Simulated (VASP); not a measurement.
# HW4C4 in VASP: single point with PBEsol

Aim: the single point of HW4C4 with PBEsol.

Program: VASP 6.6.1. These are calculated values, not measurements. Logs are shortened: lines on timing, memory, paths and dates and some standing lists are left out, and cuts for length are marked.

## Step 1: The cell of the first run

The cell holds a slab with vacuum, 18 atoms: a = 5.764 Å, b = 5.764 Å, c = 16.236 Å, α = 90.00°, β = 90.00°, γ = 120.00°.

## Step 2: Single point, PBEsol

INCAR reads:

```
SYSTEM = HW4C4
ALGO = Normal
EDIFF = 1E-6
ENCUT = 520
GGA = PS
ISIF = 2
ISMEAR = 0
LASPH = .True.
LCHARG = .False.
LREAL = Auto
LWAVE = .False.
NBANDS = 88
NELM = 100
PREC = Accurate
SIGMA = 0.05
```

KPOINTS reads:

```
k-points
0
Gamma
  4 4 1
  0 0 0
```

POSCAR reads:

```
HW4C4
1.0
    5.7641401425     -0.0000000823      0.0000000000
   -2.8820701425      4.9918919177      0.0000000000
    0.0000000000      0.0000000000     16.2358050000
W C H
8 8 2
Direct
   -0.0000000100      0.0000000050      0.0615922600
    0.0010510164      0.0011818050      0.2359182082
   -0.0000000100      0.4999999850      0.0615922600
    0.0010510164      0.4998692114      0.2359182082
    0.5000000000      0.0000000000      0.0615922600
    0.4989417614     -0.0005291193      0.2384997911
    0.4999999800      0.4999999900      0.0615922600
    0.5034428603      0.5017214302      0.2347121066
    0.3340081361      0.1657174283      0.1422644314
    0.3264498944      0.1697789095      0.3082601040
    0.3340081361      0.6682907078      0.1422644314
    0.3264498944      0.6566709848      0.3082601040
    0.8315850112      0.1657925056      0.1422702715
    0.8396559221      0.1698279610      0.3051127324
    0.8337181525      0.6668590763      0.1427330533
    0.8368505511      0.6684252756      0.3111194699
    0.3504741268      0.4252370634      0.3390651484
   -0.1657100097     -0.3328550049      0.3785265737
```

Potentials or basis: VASP PAW PBE potentials, release 64 (W_sv, C, H).

On the command line:

```bash
$ cat potpaw_PBE.64/W_sv/POTCAR potpaw_PBE.64/C/POTCAR potpaw_PBE.64/H/POTCAR > POTCAR
$ mpirun -np 1 vasp_std > vasp.out
```

OUTCAR:

```text
SYSTEM = HW4C4
   EDIFF = 1E-6
   ENCUT = 520
   GGA = PS
   ISIF = 2
   ISMEAR = 0
   LASPH = .True.
   LREAL = Auto
   NELM = 100
   PREC = Accurate

 ion  position               nearest neighbor table
   1  1.000  0.000  0.062-   9 2.12  13 2.12  15 2.12   2 2.83   7 2.88   5 2.88   3 2.88   7 2.88
                             5 2.88   3 2.88
   2  0.001  0.001  0.236-  14 1.99  10 2.00  16 2.06  15 2.25   9 2.25  13 2.26   1 2.83   8 2.87
                             4 2.87   6 2.88   6 2.89   4 2.89   8 2.89
   3  1.000  0.500  0.062-  11 2.12  13 2.12  15 2.12   4 2.83   5 2.88   7 2.88   1 2.88   5 2.88
                             7 2.88   1 2.88
   4  0.001  0.500  0.236-  14 1.99  12 2.00  16 2.06  15 2.25  11 2.25  13 2.26   3 2.83   8 2.87
                             2 2.87   6 2.88   6 2.89   2 2.89   8 2.89
   5  0.500  0.000  0.062-  13 2.11  11 2.11   9 2.11   6 2.87   3 2.88   1 2.88   7 2.88   7 2.88
                             3 2.88   1 2.88
   6  0.499  0.999  0.238-  14 2.02  10 2.05  12 2.05  11 2.27   9 2.27  13 2.28   5 2.87   4 2.88
                             2 2.88   8 2.88   8 2.88   4 2.89   2 2.89
   7  0.500  0.500  0.062-   9 2.12  11 2.12  15 2.12   8 2.81   1 2.88   3 2.88   5 2.88   5 2.88
                             1 2.88   3 2.88
   8  0.503  0.502  0.235-  17 1.86  12 2.04  10 2.04  16 2.08  15 2.22  11 2.25   9 2.25   7 2.81
                             2 2.87   4 2.87   6 2.88   6 2.88   4 2.89   2 2.89
   9  0.334  0.166  0.142-   5 2.11   1 2.12   7 2.12   8 2.25   2 2.25   6 2.27
  10  0.326  0.170  0.308-   2 2.00   8 2.04   6 2.05
  11  0.334  0.668  0.142-   5 2.11   3 2.12   7 2.12   8 2.25   4 2.25   6 2.27
  12  0.326  0.657  0.308-   4 2.00   8 2.04   6 2.05
  13  0.832  0.166  0.142-   5 2.11   3 2.12   1 2.12   4 2.26   2 2.26   6 2.28
  14  0.840  0.170  0.305-   2 1.99   4 1.99   6 2.02
  15  0.834  0.667  0.143-   1 2.12   3 2.12   7 2.12   8 2.22   2 2.25   4 2.25
  16  0.837  0.668  0.311-  18 1.09   2 2.06   4 2.06   8 2.08
  17  0.350  0.425  0.339-   8 1.86
  18  0.834  0.667  0.379-  16 1.09

  LATTYP: Found a hexagonal cell.
 ALAT       =     5.7641401425
 C/A-ratio  =     2.8166915791

  Lattice vectors:

 A1 = (   5.7641401425,  -0.0000000823,   0.0000000000)
 A2 = (  -2.8820701425,   4.9918919177,   0.0000000000)
 A3 = (   0.0000000000,   0.0000000000,  16.2358050000)

Analysis of symmetry for initial positions (statically):
=====================================================================
 Subroutine PRICEL returns:
 Original cell was already a primitive cell.

 Routine SETGRP: Setting up the symmetry group for a
 hexagonal supercell.

 Subroutine GETGRP returns: Found  2 space group operations
 (whereof  1 operations were pure point group operations)
 out of a pool of 24 trial point group operations.

The static configuration has the point symmetry C_1 .
 The point group associated with its full space group is C_1h.

Analysis of symmetry for dynamics (positions and initial velocities):
=====================================================================
 Subroutine PRICEL returns:
 Original cell was already a primitive cell.

 Routine SETGRP: Setting up the symmetry group for a
 hexagonal supercell.

 Subroutine GETGRP returns: Found  2 space group operations
 (whereof  1 operations were pure point group operations)
 out of a pool of 24 trial point group operations.

The dynamic configuration has the point symmetry C_1 .
 The point group associated with its full space group is C_1h.

 Subroutine INISYM returns: Found  2 space group operations
 (whereof  1 operations are pure point group operations),
 and found     1 'primitive' translations

----------------------------------------------------------------------------------------

                                     Primitive cell

  volume of cell :     467.1685

  direct lattice vectors                    reciprocal lattice vectors
     5.764140142 -0.000000082  0.000000000     0.173486415  0.100162428  0.000000000
    -2.882070142  4.991891918  0.000000000     0.000000003  0.200324852  0.000000000
     0.000000000  0.000000000 16.235805000     0.000000000  0.000000000  0.061592265

  length of vectors
     5.764140143  5.764140285 16.235805000     0.200324857  0.200324852  0.061592265

  position of ions in fractional coordinates (direct lattice)
     0.999999990  0.000000005  0.061592260
     0.001051016  0.001181805  0.235918208
     0.999999990  0.499999985  0.061592260
     0.001051016  0.499869211  0.235918208
     0.500000000  0.000000000  0.061592260
     0.498941761  0.999470881  0.238499791
[... 10 lines left out ...]
     0.350474127  0.425237063  0.339065148
     0.834289990  0.667144995  0.378526574

  ion indices of the primitive-cell ions
   primitive index   ion index
                 1           1
                 2           2
                 3           3
                 4           4
                 5           5
                 6           6
[... 10 lines left out ...]
                17          17
                18          18

----------------------------------------------------------------------------------------

 KPOINTS: k-points

Automatic generation of k-mesh.
 Grid dimensions read from file:
 generate k-points for:    4    4    1

 Generating k-lattice:

  Cartesian coordinates                     Fractional coordinates (reciprocal lattice)
     0.043371604  0.025040607  0.000000000     0.250000000  0.000000000  0.000000000
     0.000000001  0.050081213  0.000000000     0.000000000  0.250000000  0.000000000
     0.000000000  0.000000000  0.061592265     0.000000000  0.000000000  1.000000000

  Length of vectors
     0.050081214  0.050081213  0.061592265

  Shift w.r.t. Gamma in fractional coordinates (k-lattice)
     0.000000000  0.000000000  0.000000000

 Subroutine IBZKPT returns following result:
 ===========================================

 Found      7 irreducible k-points:

 Following reciprocal coordinates:
            Coordinates               Weight
  0.000000  0.000000  0.000000      1.000000
  0.250000  0.000000  0.000000      2.000000
  0.000000  0.250000  0.000000      4.000000
  0.500000  0.000000  0.000000      1.000000
  0.000000  0.500000  0.000000      2.000000
  0.250000  0.250000  0.000000      4.000000
 -0.250000  0.500000  0.000000      2.000000
   k-points           NKPTS =      7   k-points in BZ     NKDIM =      7   number of bands    NBANDS=     88
   number of dos      NEDOS =    301   number of ions     NIONS =     18
   total plane-waves  NPLWV = 290304
   dimension x,y,z NGX =    48 NGY =   48 NGZ =  126
   dimension x,y,z NGXF=    96 NGYF=   96 NGZF=  252
   ions per type =               8   8   2
   NGX,Y,Z   is equivalent  to a cutoff of  13.84, 13.84, 12.90 a.u.
   NGXF,Y,Z  is equivalent  to a cutoff of  27.69, 27.69, 25.80 a.u.
 SYSTEM =  HW4C4
   PREC   = accura    normal or accurate (medium, high low for compatibility)
   ISTART =      0    job   : 0-new  1-cont  2-samecut
   ICHARG =      2    charge: 1-file 2-atom 10-const
   ISPIN  =      1    spin polarized calculation?
   LNONCOLLINEAR =      F non collinear calculations
   LSORBIT =      F    spin-orbit coupling
   LASPH  =      T    aspherical Exc in radial PAW
   ENCUT  =  520.0 eV  38.22 Ry    6.18 a.u.  10.72 10.72 30.19*2*pi/ulx,y,z
   NELM   =    100;   NELMIN=  2; NELMDL= -5     # of ELM steps
   EDIFF  = 0.1E-05   stopping-criterion for ELM
   LREAL  =      T    real-space projection
   EDIFFG = 0.1E-04   stopping-criterion for IOM
   NSW    =      0    number of steps for IOM
   IBRION =     -1    ionic relax: 0-MD 1-quasi-New 2-CG
   NFREE  =      0    steps in history (QN), initial steepest desc. (CG)
   ISIF   =      2    stress and relaxation
   ISYM   =      2    0-nonsym 1-usesym 2-fastsym
   POTIM  = 0.5000    time-step for ionic-motion
   TEBEG  =    0.0;   TEEND  =   0.0 temperature during run
   PSTRESS=    0.0 pullay stress
   NELECT =     146.0000    total number of electrons
   NUPDOWN=      -1.0000    fix difference up-down
   EMIN   =  10.00;   EMAX   =-10.00  energy-range for DOS
   EFERMI =   0.00;   METHOD = LEGACY
   ISMEAR =     0;   SIGMA  =   0.05  broadening in eV -4-tet -1-fermi 0-gaus
   EFERMI_NEDOS =   21; number of points for ismear=-14 and -15
   IALGO  =     38    algorithm
   IMIX   =      4    mixing-type and parameters
     AMIX     =   0.40;   BMIX     =  1.00
     AMIX_MAG =   1.60;   BMIX_MAG =  1.00
  volume/ion in A,a.u.               =      25.95       175.14
  Fermi-wavevector in a.u.,A,eV,Ry     =   1.110967  2.099424 16.792968  1.234248
  Thomas-Fermi vector in A             =   2.247525
   LORBIT       =      0    0 simple, 1 ext, 2 COOP (PROOUT), +10 PAW based schemes
   GGA     = PS    functional components
   LHFCALC =     F    Hartree Fock is set to
   AEXX    =    0.0000 exact exchange contribution
   IVDW    =     0    specifies the selected vdW correction
   LEPSILON=     F    determine dielectric tensor
   LRPA    =     F    only Hartree local field effects (RPA)
 non-spin polarized calculation
 Gauss-broadening in eV      SIGMA  =   0.05
  energy-cutoff  :      520.00
  volume of cell :      467.17
 maximum number of plane-waves:     12625
 NGX is ok and might be reduce to    48
   NGX = 21   NGY = 21   NGZ = 61

 number of electron     145.9999981 magnetization

 Free energy of the ion-electron system (eV)
  ---------------------------------------------------
  ext. energy  EPLUGINS =         0.00000000
  ---------------------------------------------------
  free energy    TOTEN  =      -180.80952655 eV

  energy without entropy =     -180.79429979  energy(sigma->0) =     -180.80191317

 E-fermi :   0.6809     XC(G=0):  -6.2238

 val. band max:        0.6507556819   @ k =   0.0000   0.2500   0.0000
 cond. band min:       0.6891510734   @ k =   0.2500   0.2500   0.0000
 fundamental gap:      0.0383953915
 Fermi energy:         0.6808529274

 k-point     1 :       0.0000    0.0000    0.0000
  band No.  band energies     occupation
      1     -73.3404      2.00000
      2     -73.2916      2.00000
      3     -73.1017      2.00000
      4     -73.0875      2.00000
      5     -73.0631      2.00000
      6     -73.0406      2.00000
[... 605 lines left out ...]
     84       3.0898      0.00000
     85       3.7428      0.00000
 [bands above 85 left out]

------------------------ aborting loop because EDIFF is reached ----------------------------------------

  FORCE on cell =-STRESS in cart. coord.  units (eV):
  Direction    XX          YY          ZZ          XY          YZ          ZX
  --------------------------------------------------------------------------------------
  -------------------------------------------------------------------------------------
  Total        6.2727422      4.9727510      0.9639271      1.1258254      0.0058186      0.0100775
  in kB       21.5126787     17.0542949      3.3058356      3.8610736      0.0199552      0.0345614
  external PRESSURE =      13.9576030 kB  Pullay stress =       0.0000000 kB

 VOLUME and BASIS-vectors are now :
 -----------------------------------------------------------------------------
  energy-cutoff  :      520.00
  volume of cell :      467.17
      direct lattice vectors                 reciprocal lattice vectors
     5.764140142 -0.000000082  0.000000000     0.173486415  0.100162428  0.000000000
    -2.882070142  4.991891918  0.000000000     0.000000003  0.200324852  0.000000000
     0.000000000  0.000000000 16.235805000     0.000000000  0.000000000  0.061592265

 POSITION                                       TOTAL-FORCE (eV/Angst)
 -----------------------------------------------------------------------------------
      5.76414     -0.00000      1.00000        -0.004834     -0.037877     -0.061358
      0.00265      0.00590      3.83032         0.003994     -0.011983     -0.037475
      4.32311      2.49595      1.00000        -0.035220      0.014752     -0.061358
     -1.43460      2.49529      3.83032        -0.008380      0.009450     -0.037475
      2.88207     -0.00000      1.00000        -0.058121     -0.033556      0.023504
     -0.00457      4.98925      3.87224        -0.007653     -0.004419     -0.025871
[... 10 lines left out ...]
      0.79462      2.12274      5.50500         0.000827      0.000478      0.012976
      2.88621      3.33032      6.14568        -0.000315     -0.000182      0.029121
 -----------------------------------------------------------------------------------
    total drift:                               -0.005445     -0.003147     -0.033676

  FREE ENERGIE OF THE ION-ELECTRON SYSTEM (eV)
  ---------------------------------------------------
  free  energy   TOTEN  =      -180.8095265545 eV

  energy  without entropy=     -180.7942997867  energy(sigma->0) =     -180.80191317
```

Run time: 29 min. Hardware: 1 thread of Intel Xeon 8259CL, shared host; peak memory 0.7 GiB.

What came out:

```
Free energy            : -180.8095 eV
Largest force          : 0.186 eV/Å
Band gap on the k mesh : zero (bands 73 and 74 overlap by 0.93 eV)
```

Forces on the atoms (eV/Å):
```
W   -0.005 -0.038 -0.061
W    0.004 -0.012 -0.037
W   -0.035  0.015 -0.061
W   -0.008  0.009 -0.037
W   -0.058 -0.034  0.024
W   -0.008 -0.004 -0.026
W    0.099  0.057 -0.146
W    0.002  0.001 -0.024
C    0.005 -0.004 -0.006
C    0.008 -0.006  0.091
C   -0.001  0.007 -0.006
C   -0.001  0.010  0.091
C   -0.003 -0.002 -0.001
C   -0.001 -0.001  0.105
C   -0.001  0.000 -0.009
C    0.001  0.001  0.064
H    0.001  0.000  0.013
H    0.000  0.000  0.029
```

Caveat: the PAW data sets were made with another functional, which shifts forces and pressure a little; spin-orbit coupling is left out, which moves the levels of the heavy elements.
